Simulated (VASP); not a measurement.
Input of a VASP 6.6.1 run:

INCAR

```
ALGO = Normal
EDIFF = 1E-6
ENCUT = 520
GGA = PE
ISIF = 2
ISMEAR = 0
LASPH = T
LCHARG = F
LREAL = F
LWAVE = F
NBANDS = 25
NELM = 100
PREC = Accurate
SIGMA = 0.1
```

File KPOINTS:

```
k-points
0
Gamma
  6 6 2
```

The input POSCAR:

```
ScAl2Sb2As
1.0
    5.3512761427      0.0000000000      0.0000000000
   -2.6756380714      4.6343410823      0.0000000000
    0.0000000000      0.0000000000     10.3247567992
Sc Al Sb As
1 2 2 1
Direct
    0.0000000000      0.0000000000      0.0000000000
    0.0000000000      0.0000000000      0.7283611121
    0.0000000000      0.0000000000      0.2716388879
    0.3333333333      0.6666666667      0.5000000000
    0.6666666667      0.3333333333      0.5000000000
    0.0000000000      0.0000000000      0.5000000000
```

Potentials or basis: VASP PAW PBE potentials, release 64 (Sc_sv, Al, Sb, As).

Run with:

```console
$ cat potpaw_PBE.64/Sc_sv/POTCAR potpaw_PBE.64/Al/POTCAR potpaw_PBE.64/Sb/POTCAR potpaw_PBE.64/As/POTCAR > POTCAR
$ mpirun -np 1 vasp_std > vasp.out
```

Question: Predict the largest force.

Answer: 0.004 eV/Å.

Question: Predict the band gap on the k mesh.

Answer: Zero (bands 16 and 17 overlap by 0.15 eV).

Question: What does it give for the pressure?

Answer: -0.2 GPa.

Forces in eV/Å, atoms in the order of the input:
```
Sc   0.000  0.000  0.000
Al   0.000  0.000  0.004
Al   0.000  0.000 -0.004
Sb   0.000  0.000  0.000
Sb   0.000  0.000  0.000
As   0.000  0.000  0.000
```

Caveat: spin-orbit coupling is left out, which moves the levels of the heavy elements.
